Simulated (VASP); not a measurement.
A run of VASP 6.6.1:

The input INCAR:

```
SYSTEM = Zr2O3
  PREC = Accurate
  ENCUT = 520
  EDIFF = 1E-6
  ISMEAR = -1
  SIGMA = 0.06122561905347299
  LREAL = .FALSE.
  LASPH = .TRUE.
  NELM = 100
  ALGO = Normal
  ISIF = 2
  LWAVE = .FALSE.
  LCHARG = .FALSE.
  GGA = PE
  NBANDS = 53
```

File KPOINTS:

```
regular mesh
0
G
  11 11 11
  0 0 0
```

The input POSCAR:

```
Zr2O3
1.0
    5.0354040727      0.0000000000      0.0000000000
    0.0000000000      5.0354040727      0.0000000000
    0.0000000000      0.0000000000      5.0354040727
Zr O
4 6
Direct
    0.2500000000      0.2500000000      0.2500000000
    0.7500000000      0.7500000000      0.2500000000
    0.7500000000      0.2500000000      0.7500000000
    0.2500000000      0.7500000000      0.7500000000
    0.5000000000      0.0000000000      0.0000000000
    0.0000000000      0.5000000000      0.0000000000
    0.0000000000      0.0000000000      0.5000000000
    0.5000000000      0.5000000000      0.0000000000
    0.5000000000      0.0000000000      0.5000000000
    0.0000000000      0.5000000000      0.5000000000
```

Potentials or basis: VASP PAW PBE potentials, release 64 (Zr_sv, O).

Launch:

```sh
$ cat potpaw_PBE.64/Zr_sv/POTCAR potpaw_PBE.64/O/POTCAR > POTCAR
$ mpirun -np 1 vasp_std > vasp.out
```

Hardware: 1 thread of Oxide Virtual Turin-like Processor (shared host).

**Question.** Estimate the wall time of this run.

**Answer.** Wall time 5.7 min on 1 thread of Oxide Virtual Turin-like Processor, with other jobs on the host, peak memory 0.38 GiB. Counts: scf iterations 15, k points 56.
